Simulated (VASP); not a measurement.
# MgO (Fm-3m) in VASP: further runs, part 2 of 2

VASP 6.6.1. Earlier steps stand in the parts before.

## 4. Single point, PBE

INCAR reads:

```
SYSTEM = MgO
PREC     = Accurate       ! precision mode
ENCUT    = 600            ! plane-wave cutoff, eV
EDIFF    = 1E-6           ! SCF threshold, eV
ISMEAR   = -1             ! smearing method
SIGMA    = 0.15           ! smearing width, eV
LREAL    = .FALSE.        ! projectors in reciprocal space
LASPH    = .TRUE.         ! aspherical terms in the spheres
NELM     = 120            ! most SCF steps
ALGO     = Normal         ! electronic algorithm
ISIF     = 2              ! what is computed and relaxed
LWAVE    = .FALSE.        ! write WAVECAR
LCHARG   = .FALSE.        ! write CHGCAR
GGA      = PE             ! functional
NBANDS   = 11             ! bands
GGA_COMPAT= .FALSE.
```

KPOINTS reads:

```
Automatic mesh
0
G
  9 9 9
  0 0 0
```

POSCAR reads:

```
MgO
1.0
    0.0000000000      2.1525000000      2.1525000000
    2.1525000000      0.0000000000      2.1525000000
    2.1525000000      2.1525000000      0.0000000000
Mg O
1 1
Direct
    0.0000000000      0.0000000000      0.0000000000
    0.5000000000      0.5000000000      0.5000000000
```

Potentials or basis: VASP PAW PBE potentials, release 64 (Mg, O).

Started as:

```
> cat potpaw_PBE.64/Mg/POTCAR potpaw_PBE.64/O/POTCAR > POTCAR
> mpirun -np 1 vasp_std > vasp.out
```

OUTCAR:

```text
SYSTEM = MgO
   PREC = Accurate
   ENCUT = 600
   EDIFF = 1E-6
   ISMEAR = -1
   LREAL = .FALSE.
   LASPH = .TRUE.
   NELM = 120
   ISIF = 2
   GGA = PE

 ion  position               nearest neighbor table
   1  0.000  0.000  0.000-   2 2.15   2 2.15   2 2.15   2 2.15   2 2.15   2 2.15
   2  0.500  0.500  0.500-   1 2.15   1 2.15   1 2.15   1 2.15   1 2.15   1 2.15

  LATTYP: Found a face centered cubic cell.
 ALAT       =     4.3050000000

  Lattice vectors:

 A1 = (   0.0000000000,   2.1525000000,   2.1525000000)
 A2 = (   2.1525000000,   0.0000000000,   2.1525000000)
 A3 = (   2.1525000000,   2.1525000000,   0.0000000000)

Analysis of symmetry for initial positions (statically):
=====================================================================
 Subroutine PRICEL returns:
 Original cell was already a primitive cell.

 Routine SETGRP: Setting up the symmetry group for a
 face centered cubic supercell.

 Subroutine GETGRP returns: Found 48 space group operations
 (whereof 48 operations were pure point group operations)
 out of a pool of 48 trial point group operations.

The static configuration has the point symmetry O_h .

Analysis of symmetry for dynamics (positions and initial velocities):
=====================================================================
 Subroutine PRICEL returns:
 Original cell was already a primitive cell.

 Routine SETGRP: Setting up the symmetry group for a
 face centered cubic supercell.

 Subroutine GETGRP returns: Found 48 space group operations
 (whereof 48 operations were pure point group operations)
 out of a pool of 48 trial point group operations.

The dynamic configuration has the point symmetry O_h .

 Subroutine INISYM returns: Found 48 space group operations
 (whereof 48 operations are pure point group operations),
 and found     1 'primitive' translations

----------------------------------------------------------------------------------------
[... 118 lines left out ...]
   GGA     = PE    functional components
   LHFCALC =     F    Hartree Fock is set to
   AEXX    =    0.0000 exact exchange contribution
   IVDW    =     0    specifies the selected vdW correction
   LEPSILON=     F    determine dielectric tensor
   LRPA    =     F    only Hartree local field effects (RPA)
 non-spin polarized calculation
  energy-cutoff  :      600.00
  volume of cell :       19.95
 maximum number of plane-waves:       680
   NGX = 13   NGY = 13   NGZ = 13

 number of electron       7.9999998 magnetization

 Free energy of the ion-electron system (eV)
  ---------------------------------------------------
  ext. energy  EPLUGINS =         0.00000000
  ---------------------------------------------------
  free energy    TOTEN  =       -11.90101966 eV

  energy without entropy =      -11.90101956  energy(sigma->0) =      -11.90101961

 E-fermi :   5.0433     XC(G=0): -10.7727

 val. band max:        2.7111347139   @ k =   0.0000   0.0000   0.0000
 cond. band min:       6.8266958409   @ k =   0.0000   0.0000   0.0000
 fundamental gap:      4.1155611270
 Fermi energy:         5.0432907762

 k-point     1 :       0.0000    0.0000    0.0000
  band No.  band energies     occupation
      1     -14.2297      2.00000
      2       2.7111      2.00000
      3       2.7111      2.00000
      4       2.7111      2.00000
      5       6.8267      0.00001
      6      18.1399      0.00000
      7      18.1399      0.00000
      8      18.1399      0.00000
      9      21.8860      0.00000
     10      23.5880      0.00000
     11      23.5880      0.00000
[... 309 lines left out ...]
 k-point    24 :       0.4444    0.4444    0.0000
  band No.  band energies     occupation
      1     -12.9117      2.00000
      2      -1.0476      2.00000
      3       1.4843      2.00000
      4       1.4843      2.00000
      5      11.8436      0.00000
      6      11.9629      0.00000
      7      15.1434      0.00000
      8      20.6303      0.00000
      9      20.6303      0.00000
     10      26.9979      0.00000
     11      28.3708      0.00000

 [... further k-points ...]

------------------------ aborting loop because EDIFF is reached ----------------------------------------

  FORCE on cell =-STRESS in cart. coord.  units (eV):
  Direction    XX          YY          ZZ          XY          YZ          ZX
  --------------------------------------------------------------------------------------
  -------------------------------------------------------------------------------------
  Total       -0.7443274     -0.7443274     -0.7443274     -0.0000000     -0.0000000      0.0000000
  in kB      -59.7881530    -59.7881530    -59.7881530     -0.0000000     -0.0000000      0.0000000
  external PRESSURE =     -59.7881530 kB  Pullay stress =       0.0000000 kB

 VOLUME and BASIS-vectors are now :
 -----------------------------------------------------------------------------
  energy-cutoff  :      600.00
  volume of cell :       19.95
      direct lattice vectors                 reciprocal lattice vectors
     0.000000000  2.152500000  2.152500000    -0.232288037  0.232288037  0.232288037
     2.152500000  0.000000000  2.152500000     0.232288037 -0.232288037  0.232288037
     2.152500000  2.152500000  0.000000000     0.232288037  0.232288037 -0.232288037

 POSITION                                       TOTAL-FORCE (eV/Angst)
 -----------------------------------------------------------------------------------
      0.00000      0.00000      0.00000         0.000000      0.000000      0.000000
      2.15250      2.15250      2.15250        -0.000000     -0.000000     -0.000000
 -----------------------------------------------------------------------------------
    total drift:                               -0.000000     -0.000000      0.000000

  FREE ENERGIE OF THE ION-ELECTRON SYSTEM (eV)
  ---------------------------------------------------
  free  energy   TOTEN  =       -11.9010196586 eV

  energy  without entropy=      -11.9010195646  energy(sigma->0) =      -11.90101961
```

Run time: 5.3 s. Hardware: 1 thread of Intel Xeon Platinum 8259CL at 2.50GHz (Skylake/Cascade Lake), shared host; peak memory 0.14 GiB.

Results:

```yaml
Free_energy: -11.9010 eV
Pressure: -6.0 GPa
Band_gap_on_the_k_mesh: 4.12 eV
```

Levels at points of the mesh, in eV from the valence-band top:
```csv
k point,band 1,band 2,band 3,band 4,band 5,band 6,band 7,band 8
"(0.00, 0.00, 0.00)",-16.94,0.00,0.00,0.00,4.12,15.43,15.43,15.43
```

Caveat: the cell stands under tension.

## 5. Single point, PBE

INCAR reads:

```
SYSTEM = MgO
PREC = Accurate
ENCUT = 600
EDIFF = 1E-6
ISMEAR = -1
SIGMA = 5E-4
LREAL = .FALSE.
LASPH = .TRUE.
NELM = 120
ALGO = Normal
ISIF = 2
LWAVE = .FALSE.
LCHARG = .FALSE.
GGA = PE
NBANDS = 11
GGA_COMPAT = .FALSE.
```

KPOINTS reads:

```
regular mesh
0
G
  9 9 9
  0 0 0
```

POSCAR is that of step 4.

Started as:

```
> cat potpaw_PBE.64/Mg/POTCAR potpaw_PBE.64/O/POTCAR > POTCAR
> mpirun -np 1 vasp_std > vasp.out
```

Wall time 5.4 s (1 thread of Intel Xeon Platinum 8259CL at 2.50GHz (Skylake/Cascade Lake), shared host); peak memory 0.14 GiB.

The run converged. Its results:

```
Free energy            : -11.9010 eV
Pressure               : -6.0 GPa
Band gap on the k mesh : 4.12 eV
```

Levels at points of the mesh, in eV from the valence-band top:
| k point | band 2 | band 3 | band 4 | band 5 | band 6 | band 7 |
| --- | --- | --- | --- | --- | --- | --- |
| (0.00, 0.00, 0.00) | 0.00 | 0.00 | 0.00 | 4.12 | 15.43 | 15.43 |

Caveat: the cell stands under tension.

## 6. Summary

| smearing | gap on the mesh (eV) | pressure (GPa) |
| --- | --- | --- |
| methfessel-paxton 0.3 eV | 4.12 | -6.0 |
| fermi-dirac 0.1 eV | 4.12 | -6.0 |
| fermi-dirac 0.15 eV | 4.12 | -6.0 |
| fermi-dirac 0.0005 eV | 4.12 | -6.0 |

Alike in all rows: task single point; level PBE; potentials or basis VASP PAW PBE potentials, release 64 (Mg, O); no spin polarisation; cell as given; k mesh 9 × 9 × 9; cutoff (eV) 600.

Caveats: the cell stands under tension.

Absolute energies hang on the potentials; compare differences alone.
